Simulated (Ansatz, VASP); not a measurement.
## WC in VASP and in Ansatz

The input INCAR:

```
PREC = Accurate ; ENCUT = 600
EDIFF = 1E-6 ; ISMEAR = -1
SIGMA = 0.15 ; LREAL = F
LASPH = T ; NELM = 100
ALGO = Normal ; ISIF = 3
LWAVE = F ; LCHARG = F
GGA = CA ; IBRION = 2
NSW = 80 ; EDIFFG = -0.001
```

File KPOINTS:

```
regular mesh
0
Gamma
  16 16 12
```

POSCAR

```
WC
1.0
    2.8842797635      0.0000000000      0.0000000000
   -1.4421398818      2.4978595469      0.0000000000
    0.0000000000      0.0000000000      2.8121000680
W C
1 1
Direct
    0.0000000000      0.0000000000      0.0000000000
    0.6666666667      0.3333333333      0.5000000000
```

Input for Ansatz:

```yaml
crystal:
  lattice:
    - [2.8842797635, 0.0, 0.0]
    - [-1.4421398818, 2.4978595469, 0.0]
    - [0.0, 0.0, 2.812100068]
  atoms:
    - { symbol: W, position: [0.0, 0.0, 0.0] }
    - { symbol: C, position: [0.6666666667, 0.3333333333, 0.5] }
basis:
  ecutwfc: 420
kpoints:
  mp_grid: { grid: [16, 16, 12] }
hamiltonian:
  xc: lda
  pseudopotentials: { kind: paw, azcp: { folder: soft_1 } }
scf:
  occupations: { method: fermi_dirac, width: 0.15 }
output:
  forces: true
  stress: true
  eigenvalues: true
  write_density: true
  write_potential: true
  elf: true
  volumetric_format: npy
relax:
  adjacent_minimum: "off"
  f_tol: 0.001
  max_steps: 60
  cell: { stress_tol: 0.01 }
```

Alike in both runs: task relaxation of cell and atoms; functional LDA; k mesh 16 × 16 × 12; occupations fermi-dirac, width 0.15 eV; no spin polarisation.

```csv
,VASP,Ansatz
version,VASP 6.6.1,Ansatz 0.2.0
potentials or method,"VASP PAW LDA potentials, release 64 (W_sv, C), cutoff 600 eV","scalar-relativistic, plane waves, PAW"
valence electrons in the cell,18,18
```

Ansatz gave:

| Quantity | Value |
| --- | --- |
| gap on the k mesh at the Fermi level, each at its own relaxed structure (eV) | none |
| relaxed volume (Å³/atom) | 10.13 |
| relaxed cell length with the largest relative difference (Å) | 2.812 |

Q: What did VASP give for the same quantities?

A: gap on the k mesh at the Fermi level, each at its own relaxed structure (eV): none; relaxed volume (Å³/atom): 10.19; relaxed cell length with the largest relative difference (Å): 2.817.

Ansatz warns that its potentials were made for another functional, while VASP's fit it. LDA's correlation is that of Perdew and Zunger in VASP and of Perdew and Wang (1992) in Ansatz. A gap of «none» marks a metal or a gap that the smearing closes.

Neither program's run includes spin-orbit coupling.
